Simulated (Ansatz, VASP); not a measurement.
## Two plane-wave programs on SnO2

```xyz
3
Lattice="1.7465 1.0083 5.1846 -1.7465 1.0083 5.1846 0.0000 -2.0166 5.1846" Properties=species:S:1:pos:R:3 pbc="T T T"
Sn    0.0000    0.0000    7.7770
O     0.0000    0.0000    3.6889
O     0.0000    0.0000   11.8650
```

Change from the starting cell: strain +0.080 along x and y, +0.080 along z, atoms carried along.

Alike in both runs: task single point; functional r2SCAN; k mesh 12 × 12 × 12; occupations gaussian, width 0.05 eV; no spin polarisation.

|  | VASP | Ansatz |
| --- | --- | --- |
| version | VASP 6.6.1 | Ansatz 0.2.0 |
| potentials or method | VASP PAW PBE potentials, release 64 (Sn_d, O), cutoff 520 eV | scalar-relativistic, plane waves, PAW |
| valence electrons in the cell | 26 | 26 |

```tsv
	VASP	Ansatz	Ansatz less VASP
gap on the k mesh at the Fermi level (eV)	1.13	1.14	+0.014
least direct gap on the mesh (eV)	1.15	1.16	+0.013
pressure (GPa)	-24.0	-24.4	-0.38
traceless stress, the component that is largest in VASP (GPa)	8.38	8.64	+0.268
rms of the force components (eV/Å)	1.015	1.038	+0.0225
```

VASP's potentials were made for PBE, not for r2SCAN. Atom by atom the forces differ by 0.022 eV/Å (rms over components).
